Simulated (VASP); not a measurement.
# C in VASP: notebook

Runs on C. Level: PBE. Tasks: single point.

Everything below comes from runs of VASP 6.6.1. Logs are shortened: lines on timing, memory, paths and dates and some standing lists are left out, and cuts for length are marked.

## (1) The cell of the first run

The typed cell holds 1 atom: a = 4.262 Å, b = 4.302 Å, c = 1.266 Å, α = 89.68°, β = 90.82°, γ = 90.12°.

## (2) Single point, PBE (the cell strained at random)

INCAR

```
ALGO = Normal ; EDIFF = 1E-6
ENCUT = 520 ; GGA = PE
ISIF = 2 ; ISMEAR = -1
LASPH = True ; LCHARG = False
LREAL = False ; LWAVE = False
NBANDS = 8 ; NELM = 60
PREC = Accurate ; SIGMA = 0.05
```

KPOINTS

```
k-points
0
Gamma
  6 6 20
```

POSCAR

```
C
1.0
    4.2618170000     -0.0046260000     -0.0303930000
   -0.0046260000      4.3021000000      0.0117740000
   -0.0091590000      0.0035480000      1.2664000000
C
1
Direct
    0.4960000000      0.4997220000      0.5497050000
```

Potentials or basis: VASP PAW PBE potentials, release 64 (C).

Launch:

```
cat potpaw_PBE.64/C/POTCAR > POTCAR
mpirun -np 1 vasp_std > vasp.out
```

OUTCAR:

```text
EDIFF = 1E-6
   ENCUT = 520
   GGA = PE
   ISIF = 2
   ISMEAR = -1
   LASPH = True
   LREAL = False
   NELM = 60
   PREC = Accurate

 ion  position               nearest neighbor table
   1  0.496  0.500  0.550-

  LATTYP: Found a triclinic cell.
 ALAT       =     1.2664380899
 B/A-ratio  =     3.8899582064
 C/A-ratio  =     3.3970224308
 COS(alpha) =     0.0009653288
 COS(beta)  =     0.0055460314
 COS(gamma) =     0.5017159924

  Lattice vectors:

 A1 = (  -0.0091590000,   0.0035480000,   1.2664000000)
 A2 = (   4.2434990000,   0.0024700000,   2.5024070000)
 A3 = (  -0.0046260000,   4.3021000000,   0.0117740000)

Analysis of symmetry for initial positions (statically):
=====================================================================
 Subroutine PRICEL returns:
 Original cell was already a primitive cell.

 Routine SETGRP: Setting up the symmetry group for a
 triclinic supercell.

 Subroutine GETGRP returns: Found  2 space group operations
 (whereof  1 operations were pure point group operations)
 out of a pool of  2 trial point group operations.

The static configuration has the point symmetry C_1 .
 The point group associated with its full space group is S_2 .

Analysis of symmetry for dynamics (positions and initial velocities):
=====================================================================
 Subroutine PRICEL returns:
 Original cell was already a primitive cell.

 Routine SETGRP: Setting up the symmetry group for a
 triclinic supercell.

 Subroutine GETGRP returns: Found  2 space group operations
 (whereof  1 operations were pure point group operations)
 out of a pool of  2 trial point group operations.

The dynamic configuration has the point symmetry C_1 .
 The point group associated with its full space group is S_2 .

 Subroutine INISYM returns: Found  2 space group operations
 (whereof  1 operations are pure point group operations),
 and found     1 'primitive' translations

----------------------------------------------------------------------------------------

                                     Primitive cell

  volume of cell :      23.2177

  direct lattice vectors                    reciprocal lattice vectors
     4.261817000 -0.004626000 -0.030393000     0.234654070  0.000247678  0.001696398
    -0.004626000  4.302100000  0.011774000     0.000247678  0.232446664 -0.000649441
    -0.009159000  0.003548000  1.266400000     0.005629284 -0.002155164  0.789686675

  length of vectors
     4.261927883  4.302118599  1.266438090     0.234660332  0.232447703  0.789709680

  position of ions in fractional coordinates (direct lattice)
     0.496000000  0.499722000  0.549705000

  ion indices of the primitive-cell ions
   primitive index   ion index
                 1           1

----------------------------------------------------------------------------------------

 KPOINTS: k-points

Automatic generation of k-mesh.
 Grid dimensions read from file:
 generate k-points for:    6    6   20

 Generating k-lattice:

  Cartesian coordinates                     Fractional coordinates (reciprocal lattice)
     0.039109012  0.000041280  0.000282733     0.166666667 -0.000000000  0.000000000
     0.000041280  0.038741111 -0.000108240     0.000000000  0.166666667  0.000000000
     0.000281464 -0.000107758  0.039484334     0.000000000  0.000000000  0.050000000

  Length of vectors
     0.039110055  0.038741284  0.039485484

  Shift w.r.t. Gamma in fractional coordinates (k-lattice)
     0.000000000  0.000000000  0.000000000

 Subroutine IBZKPT returns following result:
 ===========================================

 Found    364 irreducible k-points:

 Following reciprocal coordinates:
            Coordinates               Weight
  0.000000  0.000000  0.000000      1.000000
  0.166667 -0.000000  0.000000      2.000000
  0.333333  0.000000  0.000000      2.000000
  0.500000 -0.000000  0.000000      1.000000
 -0.000000  0.166667  0.000000      2.000000
  0.166667  0.166667  0.000000      2.000000
[... 16 lines left out ...]
  0.333333  0.000000  0.050000      2.000000
  0.500000  0.000000  0.050000      2.000000
 [... further k-points ...]
   k-points           NKPTS =    364   k-points in BZ     NKDIM =    364   number of bands    NBANDS=      8
   number of dos      NEDOS =    301   number of ions     NIONS =      1
   total plane-waves  NPLWV =  10240
   dimension x,y,z NGX =    32 NGY =   32 NGZ =   10
   dimension x,y,z NGXF=    64 NGYF=   64 NGZF=   20
   ions per type =               1
   NGX,Y,Z   is equivalent  to a cutoff of  12.48, 12.37, 13.13 a.u.
   NGXF,Y,Z  is equivalent  to a cutoff of  24.96, 24.73, 26.25 a.u.
 SYSTEM =  unknown system
   PREC   = accura    normal or accurate (medium, high low for compatibility)
   ISTART =      0    job   : 0-new  1-cont  2-samecut
   ICHARG =      2    charge: 1-file 2-atom 10-const
   ISPIN  =      1    spin polarized calculation?
   LNONCOLLINEAR =      F non collinear calculations
   LSORBIT =      F    spin-orbit coupling
   LASPH  =      T    aspherical Exc in radial PAW
   ENCUT  =  520.0 eV  38.22 Ry    6.18 a.u.   7.92  8.00  2.35*2*pi/ulx,y,z
   NELM   =     60;   NELMIN=  2; NELMDL= -5     # of ELM steps
   EDIFF  = 0.1E-05   stopping-criterion for ELM
   LREAL  =      F    real-space projection
   EDIFFG = 0.1E-04   stopping-criterion for IOM
   NSW    =      0    number of steps for IOM
   IBRION =     -1    ionic relax: 0-MD 1-quasi-New 2-CG
   NFREE  =      0    steps in history (QN), initial steepest desc. (CG)
   ISIF   =      2    stress and relaxation
   ISYM   =      2    0-nonsym 1-usesym 2-fastsym
   POTIM  = 0.5000    time-step for ionic-motion
   TEBEG  =    0.0;   TEEND  =   0.0 temperature during run
   PSTRESS=    0.0 pullay stress
   NELECT =       4.0000    total number of electrons
   NUPDOWN=      -1.0000    fix difference up-down
   EMIN   =  10.00;   EMAX   =-10.00  energy-range for DOS
   EFERMI =   0.00;   METHOD = LEGACY
   ISMEAR =    -1;   SIGMA  =   0.05  broadening in eV -4-tet -1-fermi 0-gaus
   EFERMI_NEDOS =   21; number of points for ismear=-14 and -15
   IALGO  =     38    algorithm
   IMIX   =      4    mixing-type and parameters
     AMIX     =   0.40;   BMIX     =  1.00
     AMIX_MAG =   1.60;   BMIX_MAG =  1.00
  volume/ion in A,a.u.               =      23.22       156.68
  Fermi-wavevector in a.u.,A,eV,Ry     =   0.910937  1.721421 11.290190  0.829806
  Thomas-Fermi vector in A             =   2.035157
   LORBIT       =      0    0 simple, 1 ext, 2 COOP (PROOUT), +10 PAW based schemes
   GGA     = PE    functional components
   LHFCALC =     F    Hartree Fock is set to
   AEXX    =    0.0000 exact exchange contribution
   IVDW    =     0    specifies the selected vdW correction
   LEPSILON=     F    determine dielectric tensor
   LRPA    =     F    only Hartree local field effects (RPA)
 non-spin polarized calculation
  energy-cutoff  :      520.00
  volume of cell :       23.22
 maximum number of plane-waves:       647
   NGX = 15   NGY = 15   NGZ =  5

 number of electron       4.0000001 magnetization

 Free energy of the ion-electron system (eV)
  ---------------------------------------------------
  ext. energy  EPLUGINS =         0.00000000
  ---------------------------------------------------
  free energy    TOTEN  =        -8.19655122 eV

  energy without entropy =       -8.18936911  energy(sigma->0) =       -8.19296016

 E-fermi :  -1.7294     XC(G=0):  -5.9164

 val. band max:       -1.7771907450   @ k =   0.5000   0.3333   0.2500
 cond. band min:      -1.6781750633   @ k =   0.1667   0.0000   0.2500
 fundamental gap:      0.0990156817
 Fermi energy:        -1.7293954769

 k-point     1 :       0.0000    0.0000    0.0000
  band No.  band energies     occupation
      1     -18.1595      2.00000
      2      -7.0369      2.00000
      3      -7.0231      2.00000
      4       1.9900      0.00000
      5       6.3300      0.00000
      6      10.7540      0.00000
      7      10.8860      0.00000
      8      11.8650      0.00000

 k-point     2 :       0.1667   -0.0000    0.0000
  band No.  band energies     occupation
      1     -18.1509      2.00000
      2      -7.1233      2.00000
      3      -7.0278      2.00000
      4       2.3309      0.00000
      5       6.3105      0.00000
      6       9.7204      0.00000
      7      10.0865      0.00000
      8      13.2138      0.00000

 k-point     3 :       0.3333    0.0000    0.0000
  band No.  band energies     occupation
      1     -18.1335      2.00000
      2      -7.3138      2.00000
      3      -7.0095      2.00000
      4       3.2271      0.00000
      5       5.6789      0.00000
      6       8.7905      0.00000
      7      10.1982      0.00000
      8      14.4683      0.00000

 k-point     4 :       0.5000   -0.0000    0.0000
  band No.  band energies     occupation
      1     -18.1248      2.00000
      2      -7.4046      2.00000
      3      -7.0003      2.00000
      4       4.4343      0.00000
      5       4.4476      0.00000
      6       8.4638      0.00000
      7      11.4743      0.00000
      8      12.5021      0.00000

 k-point     5 :      -0.0000    0.1667    0.0000
  band No.  band energies     occupation
      1     -18.1517      2.00000
      2      -7.1309      2.00000
      3      -7.0148      2.00000
      4       2.3261      0.00000
      5       6.2866      0.00000
      6       9.8251      0.00000
      7      10.0397      0.00000
      8      13.2558      0.00000

 k-point     6 :       0.1667    0.1667    0.0000
  band No.  band energies     occupation
      1     -18.1432      2.00000
      2      -7.1249      2.00000
      3      -7.1080      2.00000
      4       2.6505      0.00000
      5       6.4154      0.00000
      6       8.1768      0.00000
      7      11.6983      0.00000
      8      12.6714      0.00000

 k-point     7 :       0.3333    0.1667    0.0000
  band No.  band energies     occupation
      1     -18.1260      2.00000
      2      -7.3002      2.00000
      3      -7.0969      2.00000
      4       3.4786      0.00000
      5       5.9022      0.00000
      6       7.6524      0.00000
      7      11.6363      0.00000
      8      14.0016      0.00000

 k-point     8 :       0.5000    0.1667    0.0000
  band No.  band energies     occupation
      1     -18.1174      2.00000
      2      -7.3891      2.00000
      3      -7.0858      2.00000
      4       4.3666      0.00000
      5       4.9038      0.00000
      6       7.8353      0.00000
      7      12.4099      0.00000
      8      12.7571      0.00000

 k-point     9 :      -0.3333    0.1667    0.0000
  band No.  band energies     occupation
      1     -18.1260      2.00000
      2      -7.3001      2.00000
      3      -7.0968      2.00000
      4       3.4745      0.00000
      5       5.9052      0.00000
      6       7.6514      0.00000
      7      11.6390      0.00000
      8      14.0007      0.00000

 k-point    10 :      -0.1667    0.1667    0.0000
  band No.  band energies     occupation
      1     -18.1432      2.00000
      2      -7.1244      2.00000
      3      -7.1081      2.00000
      4       2.6478      0.00000
      5       6.4227      0.00000
      6       8.1603      0.00000
      7      11.7020      0.00000
      8      12.7095      0.00000
[... 78 lines left out ...]
 k-point    18 :       0.1667    0.5000    0.0000
  band No.  band energies     occupation
      1     -18.1196      2.00000
      2      -7.3790      2.00000
      3      -7.0818      2.00000
      4       4.3297      0.00000
      5       4.9068      0.00000
      6       7.8842      0.00000
      7      12.2277      0.00000
      8      12.8727      0.00000

 k-point    19 :       0.3333    0.5000    0.0000
  band No.  band energies     occupation
      1     -18.1032      2.00000
      2      -7.3455      2.00000
      3      -7.2576      2.00000
      4       4.1961      0.00000
      5       6.0757      0.00000
      6       7.1330      0.00000
      7      11.5194      0.00000
      8      14.0885      0.00000

 k-point    20 :       0.5000    0.5000    0.0000
  band No.  band energies     occupation
      1     -18.0949      2.00000
      2      -7.3419      2.00000
      3      -7.3285      2.00000
      4       4.1171      0.00000
      5       6.8858      0.00000
      6       6.9360      0.00000
      7      10.6587      0.00000
      8      14.0243      0.00000

 k-point    21 :      -0.0000    0.0000    0.0500
  band No.  band energies     occupation
      1     -18.0274      2.00000
      2      -6.8157      2.00000
      3      -6.8020      2.00000
      4       2.1977      0.00000
      5       6.5644      0.00000
      6      10.9831      0.00000
      7      11.1155      0.00000
      8      12.1000      0.00000

 k-point    22 :       0.1667    0.0000    0.0500
  band No.  band energies     occupation
      1     -18.0188      2.00000
      2      -6.9045      2.00000
      3      -6.8064      2.00000
      4       2.5492      0.00000
      5       6.5407      0.00000
      6       9.9353      0.00000
      7      10.2937      0.00000
      8      13.4693      0.00000

 k-point    23 :       0.3333    0.0000    0.0500
  band No.  band energies     occupation
      1     -18.0018      2.00000
      2      -7.0941      2.00000
      3      -6.7882      2.00000
      4       3.4550      0.00000
      5       5.8883      0.00000
      6       9.0152      0.00000
      7      10.4300      0.00000
      8      14.6541      0.00000

 k-point    24 :       0.5000    0.0000    0.0500
  band No.  band energies     occupation
      1     -17.9935      2.00000
      2      -7.1822      2.00000
      3      -6.7793      2.00000
      4       4.6385      0.00000
      5       4.6779      0.00000
      6       8.6982      0.00000
      7      11.7055      0.00000
      8      12.6982      0.00000

 [... further k-points ...]
[... 5 lines left out ...]
  --------------------------------------------------------------------------------------
  -------------------------------------------------------------------------------------
  Total       -0.0638721     -0.0607793      1.7666304      0.0000813      0.0049441     -0.0127465
  in kB       -4.4075947     -4.1941753    121.9091465      0.0056092      0.3411740     -0.8795932
  external PRESSURE =      37.7691255 kB  Pullay stress =       0.0000000 kB

 VOLUME and BASIS-vectors are now :
 -----------------------------------------------------------------------------
  energy-cutoff  :      520.00
  volume of cell :       23.22
      direct lattice vectors                 reciprocal lattice vectors
     4.261817000 -0.004626000 -0.030393000     0.234654070  0.000247678  0.001696398
    -0.004626000  4.302100000  0.011774000     0.000247678  0.232446664 -0.000649441
    -0.009159000  0.003548000  1.266400000     0.005629284 -0.002155164  0.789686675

 POSITION                                       TOTAL-FORCE (eV/Angst)
 -----------------------------------------------------------------------------------
      2.10651      2.14951      0.68696        -0.000000     -0.000000      0.000000
 -----------------------------------------------------------------------------------
    total drift:                                0.000007      0.000000      0.000002

  FREE ENERGIE OF THE ION-ELECTRON SYSTEM (eV)
  ---------------------------------------------------
  free  energy   TOTEN  =        -8.1965512167 eV

  energy  without entropy=       -8.1893691117  energy(sigma->0) =       -8.19296016
```

Run time: 22 s. Hardware: 1 thread of Intel Xeon Platinum 8259CL at 2.50GHz (Skylake/Cascade Lake), shared host; peak memory 0.17 GiB.

Results:

- Free energy: -8.1966 eV
- Pressure: 3.8 GPa
- Band gap on the k mesh: zero (band 2 reaches 7.88 eV, above the bottom of band 3 at -7.33 eV)

Stress tensor (GPa, compression positive):
```
-0.44  0.00 -0.09
 0.00 -0.42  0.03
-0.09  0.03 12.19
```

Levels at points of the mesh, in eV from the Fermi level:
```tsv
k point	band 1	band 2	band 3	band 4	band 5	band 6
(0.00, 0.00, 0.00)	-16.43	-5.31	-5.29	3.72	8.06	12.48
(0.50, 0.00, 0.00)	-16.40	-5.68	-5.27	6.16	6.18	10.19
(0.00, 0.50, 0.00)	-16.40	-5.67	-5.26	6.11	6.17	10.31
(0.50, 0.50, 0.00)	-16.37	-5.61	-5.60	5.85	8.62	8.67
(0.00, 0.00, 0.50)	-9.17	9.13	11.64	11.64	23.89	23.92
(0.50, 0.00, 0.50)	-9.17	9.19	11.54	11.65	22.55	24.05
(0.00, 0.50, 0.50)	-9.17	9.19	11.54	11.65	22.56	24.07
(0.50, 0.50, 0.50)	-9.17	9.24	11.55	11.56	22.85	22.88
```

Caveat: the cell differs from its parent crystal (the cell strained at random).

(Part 1 of 3 ends here.)
